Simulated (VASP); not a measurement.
Set up this calculation in VASP 6.6.1, as the native input.

```yaml
Task: single point
Functional: PBEsol
Potentials_or_basis: VASP PAW PBE potentials, release 64 (Ta_pv, N)
Cutoff: 520 eV
k_mesh: 6 × 6 × 4
Occupations: fermi-dirac, width 0.03 eV
Spin: no spin polarisation
Dipole_correction: no
Further_INCAR_settings: ALGO = Normal; EDIFF = 1e-06; NBANDS = 20
```

The structure of Ta2N lies in POSCAR:

```
Ta2N
1.0
    3.1128615060      0.0000000000      0.0000000000
   -1.5564307530      2.6958171426      0.0000000000
    0.0000000000      0.0000000000      4.8698410000
Ta N
2 1
Direct
    0.3333333333      0.6666666667      0.2547110000
    0.6666666667      0.3333333333      0.7452890000
    0.0000000000      0.0000000000      0.0000000000
```

The input as run:

INCAR

```
SYSTEM = Ta2N
PREC = Accurate
ENCUT = 520
EDIFF = 1E-6
ISMEAR = -1
SIGMA = 0.03
LREAL = .False.
LASPH = .True.
NELM = 80
ALGO = Normal
ISIF = 2
LWAVE = .False.
LCHARG = .True.
GGA = PS
LELF = .True.
LVHAR = .True.
NBANDS = 20
```

KPOINTS

```
regular mesh
0
Gamma
  6 6 4
  0 0 0
```

Potentials or basis: VASP PAW PBE potentials, release 64 (Ta_pv, N).

Command:

```console
$ cat potpaw_PBE.64/Ta_pv/POTCAR potpaw_PBE.64/N/POTCAR > POTCAR
$ mpirun -np 1 vasp_std > vasp.out
```

It gave:

* Pressure: -8.6 GPa
* Largest force: 0.517 eV/Å
* Band gap on the k mesh: zero (an odd number of electrons rules out a gap without spin polarisation)

Caveat: the k points lie up to 0.39 Å⁻¹ apart, too coarse for converged energies and pressures of a metal; the PAW data sets were made with another functional, which shifts forces and pressure a little; spin-orbit coupling is left out, which moves the levels of the heavy elements.

Wall time 18 s on 1 thread of Intel Xeon 8259CL (shared host), peak memory 0.16 GiB.
